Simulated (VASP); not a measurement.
# Ga27SbAs26 (a cell with a defect) in VASP: single point with PBE

Aim: the single point of Ga27SbAs26 (a cell with a defect) with PBE.

All numbers are computed with VASP 6.6.1; they aren't measurements. Logs are shortened: lines on timing, memory, paths and dates and some standing lists are left out, and cuts for length are marked.

## 1. The cell of the first run

The cell holds a defect, 54 atoms: a = 11.993 Å, b = 11.993 Å, c = 11.993 Å, α = 60.00°, β = 60.00°, γ = 60.00°.

## 2. Single point, PBE

File INCAR:

```
SYSTEM = Ga27SbAs26
PREC = Accurate
ENCUT = 520
EDIFF = 1E-7
ISMEAR = -1
SIGMA = 0.01
LREAL = Auto
LASPH = .TRUE.
NELM = 100
ALGO = Normal
ISIF = 2
LWAVE = .FALSE.
LCHARG = .FALSE.
GGA = PE
NBANDS = 276
LUSENCCL = .FALSE.
```

File KPOINTS:

```
regular mesh
0
G
  2 2 2
  0 0 0
```

File POSCAR:

```
Ga27SbAs26
1.0
    0.0000000000      8.4805500000      8.4805500000
    8.4805500000      0.0000000000      8.4805500000
    8.4805500000      8.4805500000      0.0000000000
Ga Sb As
27 1 26
Direct
   -0.0040654481     -0.0040654481     -0.0040654481
   -0.0040654481     -0.0040654481      0.3455296775
    0.0001474721      0.0001474721      0.6665191946
   -0.0040654481      0.3455296775     -0.0040654481
   -0.0004355295      0.3335002154      0.3335002154
   -0.0004355295      0.3335002154      0.6667684320
    0.0001474721      0.6665191946      0.0001474721
   -0.0004355295      0.6667684320      0.3335002154
    0.0001474721      0.6665191946      0.6665191946
    0.3455296775     -0.0040654481     -0.0040654481
    0.3335002154     -0.0004355295      0.3335002154
    0.3335002154     -0.0004355295      0.6667684320
    0.3335002154      0.3335002154     -0.0004355295
    0.3333333333      0.3333333333      0.3333333333
    0.3335002154      0.3335002154      0.6667684320
    0.3335002154      0.6667684320     -0.0004355295
    0.3335002154      0.6667684320      0.3335002154
    0.3328019207      0.6668438042      0.6668438042
    0.6665191946      0.0001474721      0.0001474721
    0.6667684320     -0.0004355295      0.3335002154
    0.6665191946      0.0001474721      0.6665191946
    0.6667684320      0.3335002154     -0.0004355295
    0.6667684320      0.3335002154      0.3335002154
    0.6668438042      0.3328019207      0.6668438042
    0.6665191946      0.6665191946      0.0001474721
    0.6668438042      0.6668438042      0.3328019207
    0.6668438042      0.6668438042      0.6668438042
    0.0833333333      0.0833333333      0.0833333333
    0.0835131044      0.0835131044      0.4184143168
    0.0835131044      0.0835131044      0.7478928078
    0.0835131044      0.4184143168      0.0835131044
    0.0832597857      0.4166911826      0.4166911826
    0.0835131044      0.4184143168      0.7478928078
    0.0835131044      0.7478928078      0.0835131044
    0.0835131044      0.7478928078      0.4184143168
    0.0829713194      0.7501206713      0.7501206713
    0.4184143168      0.0835131044      0.0835131044
    0.4166911826      0.0832597857      0.4166911826
    0.4184143168      0.0835131044      0.7478928078
    0.4166911826      0.4166911826      0.0832597857
    0.4166911826      0.4166911826      0.4166911826
    0.4168267986      0.4168267986      0.7498398681
    0.4184143168      0.7478928078      0.0835131044
    0.4168267986      0.7498398681      0.4168267986
    0.4168267986      0.7498398681      0.7498398681
    0.7478928078      0.0835131044      0.0835131044
    0.7478928078      0.0835131044      0.4184143168
    0.7501206713      0.0829713194      0.7501206713
    0.7478928078      0.4184143168      0.0835131044
    0.7498398681      0.4168267986      0.4168267986
    0.7498398681      0.4168267986      0.7498398681
    0.7501206713      0.7501206713      0.0829713194
    0.7498398681      0.7498398681      0.4168267986
    0.7501206713      0.7501206713      0.7501206713
```

Potentials or basis: VASP PAW PBE potentials, release 64 (Ga_d, Sb, As).

The run is started by

```console
> cat potpaw_PBE.64/Ga_d/POTCAR potpaw_PBE.64/Sb/POTCAR potpaw_PBE.64/As/POTCAR > POTCAR
> mpirun -np 1 vasp_std > vasp.out
```

OUTCAR:

```text
SYSTEM = Ga27SbAs26
   PREC = Accurate
   ENCUT = 520
   EDIFF = 1E-7
   ISMEAR = -1
   LREAL = Auto
   LASPH = .TRUE.
   NELM = 100
   ISIF = 2
   GGA = PE

 ion  position               nearest neighbor table
   1  0.996  0.996  0.996-  30 2.43  34 2.43  46 2.43  28 2.57
   2  0.996  0.996  0.346-  35 2.43  47 2.43  29 2.43  28 2.57
   3  0.000  0.000  0.667-  29 2.43  30 2.43  36 2.45  48 2.45
   4  0.996  0.346  0.996-  33 2.43  49 2.43  31 2.43  28 2.57
   5  1.000  0.334  0.334-  50 2.45  31 2.45  29 2.45  32 2.45
   6  1.000  0.334  0.667-  51 2.45  30 2.45  33 2.45  32 2.45
[... 46 lines left out ...]
  53  0.750  0.750  0.417-   8 2.45  20 2.45  27 2.45  26 2.45
  54  0.750  0.750  0.750-  27 2.45  21 2.45  25 2.45   9 2.45

  LATTYP: Found a face centered cubic cell.
 ALAT       =    16.9611000000

  Lattice vectors:

 A1 = (   0.0000000000,   8.4805500000,   8.4805500000)
 A2 = (   8.4805500000,   0.0000000000,   8.4805500000)
 A3 = (   8.4805500000,   8.4805500000,   0.0000000000)

Analysis of symmetry for initial positions (statically):
=====================================================================
 Subroutine PRICEL returns:
 Original cell was already a primitive cell.

 Routine SETGRP: Setting up the symmetry group for a
 face centered cubic supercell.

 Subroutine GETGRP returns: Found 24 space group operations
 (whereof  6 operations were pure point group operations)
 out of a pool of 48 trial point group operations.

The static configuration has the point symmetry C_3v.
 The point group associated with its full space group is T_d .

Analysis of symmetry for dynamics (positions and initial velocities):
=====================================================================
 Subroutine PRICEL returns:
 Original cell was already a primitive cell.

 Routine SETGRP: Setting up the symmetry group for a
 face centered cubic supercell.

 Subroutine GETGRP returns: Found 24 space group operations
 (whereof  6 operations were pure point group operations)
 out of a pool of 48 trial point group operations.

The dynamic configuration has the point symmetry C_3v.
 The point group associated with its full space group is T_d .

 Subroutine INISYM returns: Found 24 space group operations
 (whereof  6 operations are pure point group operations),
 and found     1 'primitive' translations

----------------------------------------------------------------------------------------
[... 180 lines left out ...]
   NFREE  =      0    steps in history (QN), initial steepest desc. (CG)
   ISIF   =      2    stress and relaxation
   ISYM   =      2    0-nonsym 1-usesym 2-fastsym
   POTIM  = 0.5000    time-step for ionic-motion
   TEBEG  =    0.0;   TEEND  =   0.0 temperature during run
   PSTRESS=    0.0 pullay stress
   NELECT =     486.0000    total number of electrons
   NUPDOWN=      -1.0000    fix difference up-down
   EMIN   =  10.00;   EMAX   =-10.00  energy-range for DOS
   EFERMI =   0.00;   METHOD = LEGACY
   ISMEAR =    -1;   SIGMA  =   0.01  broadening in eV -4-tet -1-fermi 0-gaus
   EFERMI_NEDOS =   21; number of points for ismear=-14 and -15
   IALGO  =     38    algorithm
   IMIX   =      4    mixing-type and parameters
     AMIX     =   0.40;   BMIX     =  1.00
     AMIX_MAG =   1.60;   BMIX_MAG =  1.00
  volume/ion in A,a.u.               =      22.59       152.44
  Fermi-wavevector in a.u.,A,eV,Ry     =   1.204628  2.276417 19.743799  1.451128
  Thomas-Fermi vector in A             =   2.340347
   LORBIT       =      0    0 simple, 1 ext, 2 COOP (PROOUT), +10 PAW based schemes
   GGA     = PE    functional components
   LHFCALC =     F    Hartree Fock is set to
   AEXX    =    0.0000 exact exchange contribution
   IVDW    =     0    specifies the selected vdW correction
   LEPSILON=     F    determine dielectric tensor
   LRPA    =     F    only Hartree local field effects (RPA)
 non-spin polarized calculation
  energy-cutoff  :      520.00
  volume of cell :     1219.84
 maximum number of plane-waves:     32916
 NGX is ok and might be reduce to    90
   NGX = 45   NGY = 45   NGZ = 45

 number of electron     485.9999902 magnetization

 Free energy of the ion-electron system (eV)
  ---------------------------------------------------
  ext. energy  EPLUGINS =         0.00000000
  ---------------------------------------------------
  free energy    TOTEN  =      -220.75505645 eV

  energy without entropy =     -220.75505645  energy(sigma->0) =     -220.75505645

 E-fermi :   4.3700     XC(G=0):  -9.6062

 val. band max:        4.0967688143   @ k =   0.0000   0.0000   0.0000
 cond. band min:       4.5954438712   @ k =   0.0000   0.0000   0.0000
 fundamental gap:      0.4986750569
 Fermi energy:         4.3699646713

 k-point     1 :       0.0000    0.0000    0.0000
  band No.  band energies     occupation
      1     -10.8862      2.00000
      2     -10.8862      2.00000
      3     -10.8856      2.00000
      4     -10.8856      2.00000
      5     -10.8856      2.00000
      6     -10.8807      2.00000
[... 763 lines left out ...]
    254       6.5265      0.00000
    255       6.5503      0.00000
 [bands above 255 left out]

------------------------ aborting loop because EDIFF is reached ----------------------------------------

  FORCE on cell =-STRESS in cart. coord.  units (eV):
  Direction    XX          YY          ZZ          XY          YZ          ZX
  --------------------------------------------------------------------------------------
  -------------------------------------------------------------------------------------
  Total       31.4650627     31.4650627     31.4650627     -0.0000000     -0.0000000     -0.0000000
  in kB       41.3273094     41.3273094     41.3273094     -0.0000000     -0.0000000     -0.0000000
  external PRESSURE =      41.3273094 kB  Pullay stress =       0.0000000 kB

 VOLUME and BASIS-vectors are now :
 -----------------------------------------------------------------------------
  energy-cutoff  :      520.00
  volume of cell :     1219.84
      direct lattice vectors                 reciprocal lattice vectors
     0.000000000  8.480550000  8.480550000    -0.058958440  0.058958440  0.058958440
     8.480550000  0.000000000  8.480550000     0.058958440 -0.058958440  0.058958440
     8.480550000  8.480550000  0.000000000     0.058958440  0.058958440 -0.058958440

 POSITION                                       TOTAL-FORCE (eV/Angst)
 -----------------------------------------------------------------------------------
     16.89215     16.89215     16.89215         0.000058      0.000058      0.000058
     11.37635     11.37635     16.89215        -0.000058     -0.000058      0.000058
      5.65370      5.65370      0.00250        -0.000000     -0.000000     -0.007372
     11.37635     16.89215     11.37635        -0.000058      0.000058     -0.000058
      5.65653     11.30512     11.30512        -0.000827     -0.001194     -0.001194
      8.48283     14.13142     11.30512         0.001194      0.000827     -0.001194
[... 46 lines left out ...]
      9.89398      9.89398     12.71811        -0.000000     -0.000000     -0.000938
     12.72287     12.72287     12.72287         0.003079      0.003079      0.003079
 -----------------------------------------------------------------------------------
    total drift:                                0.000050      0.000050      0.000053

  FREE ENERGIE OF THE ION-ELECTRON SYSTEM (eV)
  ---------------------------------------------------
  free  energy   TOTEN  =      -220.7550564498 eV

  energy  without entropy=     -220.7550564498  energy(sigma->0) =     -220.75505645
```

It took 4.5 min on 1 × NVIDIA H100 80GB with 1 thread of AMD EPYC 7R13 (Zen 3), shared host; peak memory 2.3 GiB.

Results:

```yaml
Free_energy: -220.7551 eV
Pressure: 4.1 GPa
Largest_force: 0.007 eV/Å
Band_gap_on_the_k_mesh: 0.50 eV
```

Forces in eV/Å, atoms in the order of the input:
```
Ga   0.000  0.000  0.000
Ga   0.000  0.000  0.000
Ga   0.000  0.000 -0.007
Ga   0.000  0.000  0.000
Ga  -0.001 -0.001 -0.001
Ga   0.001  0.001 -0.001
Ga   0.000 -0.007  0.000
Ga   0.001 -0.001  0.001
Ga   0.007  0.000  0.000
Ga   0.000  0.000  0.000
Ga  -0.001 -0.001 -0.001
Ga   0.001  0.001 -0.001
Ga  -0.001 -0.001 -0.001
Ga   0.000  0.000  0.000
Ga   0.001  0.001 -0.001
Ga   0.001 -0.001  0.001
Ga   0.001 -0.001  0.001
Ga  -0.001  0.001  0.001
Ga  -0.007  0.000  0.000
Ga  -0.001  0.001  0.001
Ga   0.000  0.007  0.000
Ga  -0.001  0.001  0.001
Ga  -0.001  0.001  0.001
Ga   0.001 -0.001  0.001
Ga   0.000  0.000  0.007
Ga   0.001  0.001 -0.001
Ga  -0.001 -0.001 -0.001
Sb   0.000  0.000  0.000
As  -0.004 -0.004  0.004
As   0.004  0.004  0.004
As  -0.004  0.004 -0.004
As  -0.003  0.003  0.003
As  -0.004  0.004 -0.004
As   0.004  0.004  0.004
As  -0.004 -0.004  0.004
As   0.003 -0.003 -0.003
As   0.004 -0.004 -0.004
As   0.003 -0.003  0.003
As   0.004 -0.004 -0.004
As   0.003  0.003 -0.003
As  -0.003 -0.003 -0.003
As   0.000  0.000  0.001
As   0.004 -0.004 -0.004
As   0.000  0.001  0.000
As  -0.001  0.000  0.000
As   0.004  0.004  0.004
As  -0.004 -0.004  0.004
As  -0.003  0.003 -0.003
As  -0.004  0.004 -0.004
As   0.001  0.000  0.000
As   0.000 -0.001  0.000
As  -0.003 -0.003  0.003
As   0.000  0.000 -0.001
As   0.003  0.003  0.003
```

Caveat: semilocal functionals underestimate gaps, and a narrow one can read as zero; spin-orbit coupling is left out, which moves the levels of the heavy elements.
